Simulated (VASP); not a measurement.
# CaS (Fm-3m) in VASP: notebook

Runs on CaS. Level: r2SCAN. Tasks: single point, relaxation of cell and atoms.

Everything below comes from runs of VASP 6.6.1. Logs are shortened: lines on timing, memory, paths and dates and some standing lists are left out, and cuts for length are marked.

## Step 1: The cell of the first run

It takes space group Fm-3m (No. 225, cubic). The conventional cell has a = 5.696 Å, b = 5.696 Å, c = 5.696 Å, α = 90.00°, β = 90.00°, γ = 90.00°. Ca (site symmetry m-3m) has 6 S at 2.85 Å within 3.8 Å. Within 3.8 Å of S (site symmetry m-3m) lie 6 Ca at 2.85 Å.

## Step 2: Single point, r2SCAN

POSCAR

```
CaS
1.0
    2.8478793990      2.8478793990      0.0000000000
   -2.8478793990      2.8478793990      0.0000000000
    0.0000000000      2.8478793990      2.8478793990
Ca S
1 1
Direct
    0.0000000000      0.0000000000      0.0000000000
    0.5000000000      0.5000000000      0.0000000000
```

INCAR.step1

```
PREC     = Accurate       # precision mode
ENCUT    = 550            # plane-wave cutoff, eV
ISMEAR   = 0              # smearing method
SIGMA    = 0.01           # smearing width, eV
LREAL    = False          # projectors in reciprocal space
LASPH    = True           # aspherical terms in the spheres
NELM     = 120            # most SCF steps
NBANDS   = 15             # bands
GGA      = PE             # functional
ALGO     = Normal         # electronic algorithm
EDIFF    = 1E-5           # SCF threshold, eV
LWAVE    = True           # write WAVECAR
LCHARG   = False          # write CHGCAR
GGA_COMPAT= False
```

INCAR.step2

```
PREC     = Accurate       # precision mode
ENCUT    = 550            # plane-wave cutoff, eV
EDIFF    = 1E-6           # SCF threshold, eV
ISMEAR   = 0              # smearing method
SIGMA    = 0.01           # smearing width, eV
LREAL    = False          # projectors in reciprocal space
LASPH    = True           # aspherical terms in the spheres
NELM     = 120            # most SCF steps
ALGO     = Normal         # electronic algorithm
ISIF     = 2              # what is computed and relaxed
LWAVE    = False          # write WAVECAR
LCHARG   = False          # write CHGCAR
METAGGA  = R2SCAN         # meta-GGA
LMIXTAU  = True         
NBANDS   = 15             # bands
ISTART   = 1            
GGA_COMPAT= False
```

KPOINTS

```
regular mesh
0
Gamma
  8 8 8
```

Potentials or basis: VASP PAW PBE potentials, release 64 (Ca_sv, S).

Started as:

```bash
cat potpaw_PBE.64/Ca_sv/POTCAR potpaw_PBE.64/S/POTCAR > POTCAR
cp INCAR.step1 INCAR
mpirun -np 1 vasp_std > vasp.out
cp INCAR.step2 INCAR
mpirun -np 1 vasp_std > vasp.out
```

OUTCAR:

```text
PREC = Accurate
   ENCUT = 550
   EDIFF = 1E-6
   ISMEAR = 0
   LREAL = False
   LASPH = True
   NELM = 120
   ISIF = 2
   METAGGA = R2SCAN
   ISTART = 1

 ion  position               nearest neighbor table
   1  0.000  0.000  0.000-   2 2.85   2 2.85   2 2.85   2 2.85   2 2.85   2 2.85
   2  0.500  0.500  0.000-   1 2.85   1 2.85   1 2.85   1 2.85   1 2.85   1 2.85

  LATTYP: Found a face centered cubic cell.
 ALAT       =     5.6957587980

  Lattice vectors:

 A1 = (   0.0000000000,   2.8478793990,   2.8478793990)
 A2 = (   2.8478793990,   0.0000000000,   2.8478793990)
 A3 = (   2.8478793990,   2.8478793990,   0.0000000000)

Analysis of symmetry for initial positions (statically):
=====================================================================
 Subroutine PRICEL returns:
 Original cell was already a primitive cell.

 Routine SETGRP: Setting up the symmetry group for a
 face centered cubic supercell.

 Subroutine GETGRP returns: Found 48 space group operations
 (whereof 48 operations were pure point group operations)
 out of a pool of 48 trial point group operations.

The static configuration has the point symmetry O_h .

Analysis of symmetry for dynamics (positions and initial velocities):
=====================================================================
 Subroutine PRICEL returns:
 Original cell was already a primitive cell.

 Routine SETGRP: Setting up the symmetry group for a
 face centered cubic supercell.

 Subroutine GETGRP returns: Found 48 space group operations
 (whereof 48 operations were pure point group operations)
 out of a pool of 48 trial point group operations.

The dynamic configuration has the point symmetry O_h .

 Subroutine INISYM returns: Found 48 space group operations
 (whereof 48 operations are pure point group operations),
 and found     1 'primitive' translations

----------------------------------------------------------------------------------------

                                     Primitive cell

  volume of cell :      46.1950

  direct lattice vectors                    reciprocal lattice vectors
     2.847879399  2.847879399  0.000000000     0.175569232  0.175569232 -0.175569232
    -2.847879399  2.847879399  0.000000000    -0.175569232  0.175569232 -0.175569232
     0.000000000  2.847879399  2.847879399     0.000000000  0.000000000  0.351138465

  length of vectors
     4.027509670  4.027509670  4.027509670     0.304094831  0.304094831  0.351138465

  position of ions in fractional coordinates (direct lattice)
     0.000000000  0.000000000  0.000000000
     0.500000000  0.500000000  0.000000000

  ion indices of the primitive-cell ions
   primitive index   ion index
                 1           1
                 2           2

----------------------------------------------------------------------------------------

 KPOINTS: regular mesh

Automatic generation of k-mesh.
 Grid dimensions read from file:
 generate k-points for:    8    8    8

 Generating k-lattice:

  Cartesian coordinates                     Fractional coordinates (reciprocal lattice)
     0.021946154  0.021946154 -0.021946154     0.125000000  0.000000000  0.000000000
    -0.021946154  0.021946154 -0.021946154     0.000000000  0.125000000  0.000000000
     0.000000000  0.000000000  0.043892308     0.000000000  0.000000000  0.125000000

  Length of vectors
     0.038011854  0.038011854  0.043892308

  Shift w.r.t. Gamma in fractional coordinates (k-lattice)
     0.000000000  0.000000000  0.000000000

 Subroutine IBZKPT returns following result:
 ===========================================

 Found     29 irreducible k-points:

 Following reciprocal coordinates:
            Coordinates               Weight
  0.000000  0.000000  0.000000      1.000000
  0.125000  0.000000  0.000000      8.000000
  0.250000  0.000000  0.000000      8.000000
  0.375000  0.000000  0.000000      8.000000
  0.500000  0.000000  0.000000      4.000000
  0.125000  0.125000  0.000000     12.000000
[... 16 lines left out ...]
  0.375000  0.250000  0.125000     48.000000
  0.500000  0.250000  0.125000     24.000000
 [... further k-points ...]
   k-points           NKPTS =     29   k-points in BZ     NKDIM =     29   number of bands    NBANDS=     15
   number of dos      NEDOS =    301   number of ions     NIONS =      2
   total plane-waves  NPLWV =  32768
   dimension x,y,z NGX =    32 NGY =   32 NGZ =   32
   dimension x,y,z NGXF=    64 NGYF=   64 NGZF=   64
   ions per type =               1   1
   NGX,Y,Z   is equivalent  to a cutoff of  13.21, 13.21, 13.21 a.u.
   NGXF,Y,Z  is equivalent  to a cutoff of  26.42, 26.42, 26.42 a.u.
 SYSTEM =  unknown system
   PREC   = accura    normal or accurate (medium, high low for compatibility)
   ISTART =      1    job   : 0-new  1-cont  2-samecut
   ICHARG =      0    charge: 1-file 2-atom 10-const
   ISPIN  =      1    spin polarized calculation?
   LNONCOLLINEAR =      F non collinear calculations
   LSORBIT =      F    spin-orbit coupling
   LASPH  =      T    aspherical Exc in radial PAW
   ENCUT  =  550.0 eV  40.42 Ry    6.36 a.u.   7.70  7.70  7.70*2*pi/ulx,y,z
   NELM   =    120;   NELMIN=  2; NELMDL=  0     # of ELM steps
   EDIFF  = 0.1E-05   stopping-criterion for ELM
   LREAL  =      F    real-space projection
   EDIFFG = 0.1E-04   stopping-criterion for IOM
   NSW    =      0    number of steps for IOM
   IBRION =     -1    ionic relax: 0-MD 1-quasi-New 2-CG
   NFREE  =      0    steps in history (QN), initial steepest desc. (CG)
   ISIF   =      2    stress and relaxation
   ISYM   =      2    0-nonsym 1-usesym 2-fastsym
   POTIM  = 0.5000    time-step for ionic-motion
   TEBEG  =    0.0;   TEEND  =   0.0 temperature during run
   PSTRESS=    0.0 pullay stress
   NELECT =      16.0000    total number of electrons
   NUPDOWN=      -1.0000    fix difference up-down
   EMIN   =  10.00;   EMAX   =-10.00  energy-range for DOS
   EFERMI =   0.00;   METHOD = LEGACY
   ISMEAR =     0;   SIGMA  =   0.01  broadening in eV -4-tet -1-fermi 0-gaus
   EFERMI_NEDOS =   21; number of points for ismear=-14 and -15
   IALGO  =     38    algorithm
   IMIX   =      4    mixing-type and parameters
     AMIX     =   0.40;   BMIX     =  1.00
     AMIX_MAG =   1.60;   BMIX_MAG =  1.00
  volume/ion in A,a.u.               =      23.10       155.87
  Fermi-wavevector in a.u.,A,eV,Ry     =   1.149697  2.172611 17.984211  1.321802
  Thomas-Fermi vector in A             =   2.286365
   LORBIT       =      0    0 simple, 1 ext, 2 COOP (PROOUT), +10 PAW based schemes
   METAGGA = R2SCAN    functional components
   LHFCALC =     F    Hartree Fock is set to
   AEXX    =    0.0000 exact exchange contribution
   IVDW    =     0    specifies the selected vdW correction
   LEPSILON=     F    determine dielectric tensor
   LRPA    =     F    only Hartree local field effects (RPA)
 non-spin polarized calculation
 Gauss-broadening in eV      SIGMA  =   0.01
  energy-cutoff  :      550.00
  volume of cell :       46.19
 maximum number of plane-waves:      1366
   NGX = 15   NGY = 15   NGZ = 15

 number of electron      16.0000000 magnetization

 Free energy of the ion-electron system (eV)
  ---------------------------------------------------
  ext. energy  EPLUGINS =         0.00000000
  ---------------------------------------------------
  free energy    TOTEN  =       -19.94210864 eV

  energy without entropy =      -19.94210864  energy(sigma->0) =      -19.94210864

 E-fermi :   2.5942     XC(G=0):  -9.7807

 val. band max:        2.4848841209   @ k =   0.0000   0.0000   0.0000
 cond. band min:       5.2891330655   @ k =   0.5000   0.5000   0.0000
 fundamental gap:      2.8042489446
 Fermi energy:         2.5942113827

 k-point     1 :       0.0000    0.0000    0.0000
  band No.  band energies     occupation
      1     -38.2357      2.00000
      2     -18.3358      2.00000
      3     -18.3358      2.00000
      4     -18.3358      2.00000
      5      -9.3084      2.00000
      6       2.4849      2.00000
      7       2.4849      2.00000
      8       2.4849      2.00000
      9       7.1577      0.00000
     10       7.1577      0.00000
     11       7.1577      0.00000
     12       7.4072      0.00000
     13       7.7948      0.00000
     14       7.7948      0.00000
     15      14.0779      0.00000

 k-point     2 :       0.1250    0.0000    0.0000
  band No.  band energies     occupation
      1     -38.2341      2.00000
      2     -18.3615      2.00000
      3     -18.3376      2.00000
      4     -18.3376      2.00000
      5      -9.1977      2.00000
      6       1.8470      2.00000
      7       2.2642      2.00000
      8       2.2642      2.00000
      9       7.1834      0.00000
     10       7.3958      0.00000
     11       7.3958      0.00000
     12       8.1350      0.00000
     13       8.2095      0.00000
     14       8.2095      0.00000
     15      14.1829      0.00000

 k-point     3 :       0.2500    0.0000    0.0000
  band No.  band energies     occupation
      1     -38.2301      2.00000
      2     -18.4226      2.00000
      3     -18.3420      2.00000
      4     -18.3420      2.00000
      5      -8.9169      2.00000
      6       0.6796      2.00000
      7       1.8221      2.00000
      8       1.8221      2.00000
      9       7.3180      0.00000
     10       8.0026      0.00000
     11       8.0026      0.00000
     12       9.2555      0.00000
     13       9.2555      0.00000
     14       9.4779      0.00000
     15      13.5582      0.00000
[... 343 lines left out ...]
 k-point    23 :       0.3750    0.2500    0.1250
  band No.  band energies     occupation
      1     -38.2240      2.00000
      2     -18.4612      2.00000
      3     -18.3817      2.00000
      4     -18.3566      2.00000
      5      -8.5938      2.00000
      6      -0.0192      2.00000
      7       1.1750      2.00000
      8       1.4031      2.00000
      9       7.3127      0.00000
     10       8.9691      0.00000
     11       9.2464      0.00000
     12       9.3719      0.00000
     13      10.0542      0.00000
     14      11.5598      0.00000
     15      12.0658      0.00000

 k-point    24 :       0.5000    0.2500    0.1250
  band No.  band energies     occupation
      1     -38.2227      2.00000
      2     -18.4740      2.00000
      3     -18.3846      2.00000
      4     -18.3613      2.00000
      5      -8.5129      2.00000
      6      -0.1531      2.00000
      7       0.9810      2.00000
      8       1.3118      2.00000
      9       8.0207      0.00000
     10       8.3577      0.00000
     11       9.5478      0.00000
     12       9.8937      0.00000
     13      10.1704      0.00000
     14      11.1390      0.00000
     15      12.5559      0.00000

 [... further k-points ...]

------------------------ aborting loop because EDIFF is reached ----------------------------------------

  FORCE on cell =-STRESS in cart. coord.  units (eV):
  Direction    XX          YY          ZZ          XY          YZ          ZX
  --------------------------------------------------------------------------------------
  -------------------------------------------------------------------------------------
  Total        0.0873899      0.0873899      0.0873899      0.0000000      0.0000000     -0.0000000
  in kB        3.0309389      3.0309389      3.0309389      0.0000000      0.0000000     -0.0000000
  external PRESSURE =       3.0309389 kB  Pullay stress =       0.0000000 kB

 VOLUME and BASIS-vectors are now :
 -----------------------------------------------------------------------------
  energy-cutoff  :      550.00
  volume of cell :       46.19
      direct lattice vectors                 reciprocal lattice vectors
     2.847879399  2.847879399  0.000000000     0.175569232  0.175569232 -0.175569232
    -2.847879399  2.847879399  0.000000000    -0.175569232  0.175569232 -0.175569232
     0.000000000  2.847879399  2.847879399     0.000000000  0.000000000  0.351138465

 POSITION                                       TOTAL-FORCE (eV/Angst)
 -----------------------------------------------------------------------------------
      0.00000      0.00000      0.00000         0.000000      0.000000      0.000000
      0.00000      2.84788      0.00000         0.000000     -0.000000      0.000000
 -----------------------------------------------------------------------------------
    total drift:                                0.000000     -0.000000     -0.000000

  FREE ENERGIE OF THE ION-ELECTRON SYSTEM (eV)
  ---------------------------------------------------
  free  energy   TOTEN  =       -19.9421086423 eV

  energy  without entropy=      -19.9421086423  energy(sigma->0) =      -19.94210864
```

Wall time 2.7 min (1 thread of Oxide Virtual Turin-like, shared host); peak memory 0.16 GiB.

Results:

| Property | Result |
| --- | --- |
| Free energy | -19.9421 eV |
| Pressure | 0.3 GPa |
| Band gap on the k mesh | 2.80 eV (least direct gap 3.63 eV) |

Levels at points of the mesh, in eV from the valence-band top:
```tsv
k point	band 5	band 6	band 7	band 8	band 9	band 10	band 11	band 12
(0.00, 0.00, 0.00)	-11.79	0.00	0.00	0.00	4.67	4.67	4.67	4.92
(0.50, 0.00, 0.00)	-10.96	-3.10	-1.16	-1.16	5.79	6.68	6.82	6.82
(0.50, 0.50, 0.00)	-11.15	-2.31	-0.83	-0.83	2.80	6.18	6.77	7.41
```

Caveat: the PAW data sets were made with another functional, which shifts forces and pressure a little.

## Step 3: Single point, r2SCAN

POSCAR is that of step 2.

INCAR.step1

```
PREC = Accurate ; ENCUT = 550
ISMEAR = -1 ; SIGMA = 0.1
LREAL = F ; LASPH = T
NELM = 120 ; NBANDS = 15
GGA = PE ; ALGO = Normal
EDIFF = 1E-5 ; LWAVE = T
LCHARG = F ; GGA_COMPAT = F
```

INCAR.step2

```
PREC = Accurate ; ENCUT = 550
EDIFF = 1E-6 ; ISMEAR = -1
SIGMA = 0.1 ; LREAL = F
LASPH = T ; NELM = 120
ALGO = Normal ; ISIF = 2
LWAVE = F ; LCHARG = F
METAGGA = R2SCAN ; LMIXTAU = T
NBANDS = 15 ; ISTART = 1
GGA_COMPAT = F
```

KPOINTS

```
regular mesh
0
Gamma
  12 12 12
```

Potentials or basis: VASP PAW PBE potentials, release 64 (Ca_sv, S).

Started as:

```bash
cat potpaw_PBE.64/Ca_sv/POTCAR potpaw_PBE.64/S/POTCAR > POTCAR
cp INCAR.step1 INCAR
mpirun -np 1 vasp_std > vasp.out
cp INCAR.step2 INCAR
mpirun -np 1 vasp_std > vasp.out
```

Run time: 5.9 min. Hardware: 1 thread of Oxide Virtual Turin-like, shared host; peak memory 0.19 GiB.

It converged, with:

```yaml
Free_energy: -19.9421 eV
Pressure: 0.3 GPa
Band_gap_on_the_k_mesh: 2.80 eV (least direct gap 3.63 eV)
```

Levels at points of the mesh, in eV from the valence-band top:
```
           k point  band 5  band 6  band 7  band 8  band 9  band 10  band 11  band 12
(0.00, 0.00, 0.00)  -11.79    0.00    0.00    0.00    4.67     4.67     4.67     4.92
(0.50, 0.00, 0.00)  -10.96   -3.10   -1.16   -1.16    5.79     6.68     6.82     6.82
(0.50, 0.50, 0.00)  -11.15   -2.31   -0.83   -0.83    2.80     6.18     6.77     7.41
```

Caveat: the PAW data sets were made with another functional, which shifts forces and pressure a little.

## Step 4: Relaxation of cell and atoms, r2SCAN

This run uses another cell than the first one, of 22.98 Å³/atom.

POSCAR

```
CaS
1.0
    2.8430000000      2.8430000000      0.0000000000
   -2.8430000000      2.8430000000      0.0000000000
    0.0000000000      2.8430000000      2.8430000000
Ca S
1 1
Direct
    0.0000000000      0.0000000000      0.0000000000
    0.5000000000      0.5000000000      0.0000000000
```

INCAR.step1

```
SYSTEM = CaS
PREC = Accurate
ENCUT = 550
ISMEAR = -1
SIGMA = 0.1
LREAL = .False.
LASPH = .True.
NELM = 120
GGA = PE
ALGO = Normal
EDIFF = 1E-5
LWAVE = .True.
LCHARG = .False.
GGA_COMPAT = .False.
IBRION = 2
ISIF = 3
EDIFFG = -0.005
NELMIN = 4
NSW = 100
```

INCAR.step2

```
SYSTEM = CaS
PREC = Accurate
ENCUT = 550
EDIFF = 1E-7
ISMEAR = -1
SIGMA = 0.1
LREAL = .False.
LASPH = .True.
NELM = 120
ALGO = Normal
ISIF = 3
LWAVE = .False.
LCHARG = .False.
METAGGA = R2SCAN
LMIXTAU = .True.
IBRION = 2
NSW = 100
EDIFFG = -0.002
ISTART = 1
GGA_COMPAT = .False.
NELMIN = 4
```

KPOINTS

```
Automatic mesh
0
Gamma
  12 12 12
  0 0 0
```

Started as:

```bash
cat potpaw_PBE.64/Ca_sv/POTCAR potpaw_PBE.64/S/POTCAR > POTCAR
cp INCAR.step1 INCAR
mpirun -np 1 vasp_std > vasp.out
cp INCAR.step2 INCAR
mpirun -np 1 vasp_std > vasp.out
```

Wall time 8.5 min (1 thread of Oxide Virtual Turin-like, shared host); peak memory 0.18 GiB.

The run converged. Its results:

```
Free energy                           : -19.9423 eV
Relaxed volume                        : 23.21 Å³/atom
Relaxed cell                          : a = 4.034 Å, b = 4.034 Å, c = 4.034 Å, α = 60.00°, β = 60.00°, γ = 90.00°
Space group after relaxing (to 0.1 Å) : Fm-3m (No. 225)
Energy gained by relaxing             : 0.4 meV/atom
Ionic steps                           : 3
Pressure after relaxing               : 0.0 GPa
Band gap on the k mesh                : 2.82 eV (least direct gap 3.64 eV)
```

Step by step:
```csv
step,energy change (eV),largest force (eV/Å),pressure (GPa),volume (Å³)
1,0.0000,0.0000,0.63,45.96
2,-0.0008,0.0000,-0.18,46.56
3,-0.0009,0.0000,0.00,46.42
```

Final structure:
```yaml
crystal:
  lattice:
    - [2.85245, 2.85245, 0.00000]
    - [-2.85245, 2.85245, 0.00000]
    - [0.00000, 2.85245, 2.85245]
  atoms:
    - { symbol: Ca, position: [0.00000, 0.00000, 0.00000] }
    - { symbol: S, position: [0.50000, 0.50000, 0.00000] }
```

Levels at points of the mesh, in eV from the valence-band top:
```tsv
k point	band 5	band 6	band 7	band 8	band 9	band 10	band 11	band 12
(0.00, 0.00, 0.00)	-11.78	0.00	0.00	0.00	4.67	4.67	4.67	4.89
(0.50, 0.00, 0.00)	-10.96	-3.09	-1.15	-1.15	5.78	6.67	6.80	6.80
(0.50, 0.50, 0.00)	-11.14	-2.30	-0.82	-0.82	2.82	6.17	6.75	7.39
```

Caveat: the PAW data sets were made with another functional, which shifts forces and pressure a little. Zero-point motion and thermal expansion aren't in these numbers.

## Step 5: The runs side by side

```tsv
task	cell	k mesh	smearing	gap on the mesh (eV)	pressure (GPa)
single point	a = 4.028 Å, angles 60.0, 60.0, 90.0°, 2 atoms	8 × 8 × 8	gaussian 0.01 eV	2.80	0.3
single point	a = 4.028 Å, angles 60.0, 60.0, 90.0°, 2 atoms	12 × 12 × 12	fermi-dirac 0.1 eV	2.80	0.3
relaxation of cell and atoms	relaxed from a = 4.021 Å, angles 60.0, 60.0, 90.0°, 2 atoms	12 × 12 × 12	fermi-dirac 0.1 eV	2.82	0.0
```

Alike in all rows: level r2SCAN; potentials or basis VASP PAW PBE potentials, release 64 (Ca_sv, S); no spin polarisation; cutoff (eV) 550.

Caveats: the PAW data sets were made with another functional, which shifts forces and pressure a little.

Total energies depend on the potentials used, so only differences within one code and one set of settings carry meaning.
